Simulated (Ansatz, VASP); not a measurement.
**One calculation of CuB3, two programs**

```xyz
8
Lattice="4.1290 0.0000 0.0000 -2.0645 3.5758 0.0000 0.0000 0.0000 5.3189" Properties=species:S:1:pos:R:3 pbc="T T T"
Cu    0.0000    0.0000    3.9892
Cu    0.0000    0.0000    1.3297
B     2.7527    0.0000    3.9892
B     0.6882    1.1919    3.9892
B    -1.3763    2.3839    3.9892
B     1.3763    0.0000    1.3297
B    -0.6882    1.1919    1.3297
B     1.3763    2.3839    1.3297
```

Alike in both runs: task relaxation of cell and atoms; functional PBE; k mesh 6 × 6 × 4; occupations gaussian, width 0.1 eV; no spin polarisation.

```csv
,VASP,Ansatz
version,VASP 6.6.1,Ansatz 0.2.0
potentials or method,"VASP PAW PBE potentials, release 64 (Cu, B), cutoff 600 eV","scalar-relativistic, plane waves, PAW"
valence electrons in the cell,40,56
```

```csv
,VASP,Ansatz,Ansatz less VASP
"gap on the k mesh at the Fermi level, each at its own relaxed structure (eV)",none,none,-
relaxed volume (Å³/atom),11.58,14.72,+3.140
relaxed cell length with the largest relative difference (Å),7.291,9.286,+1.9946
```

A gap of «none» marks a metal or a gap that the smearing closes. One of these differences is far larger than is usual between the two programs; its cause wasn't traced. VASP's potentials hold 40 valence electrons a cell and Ansatz's 56, so a difference there can come from the potentials and not from the codes.

Noted on VASP's run: the volume moved by over 15 % at a fixed basis, so the end points are rough.
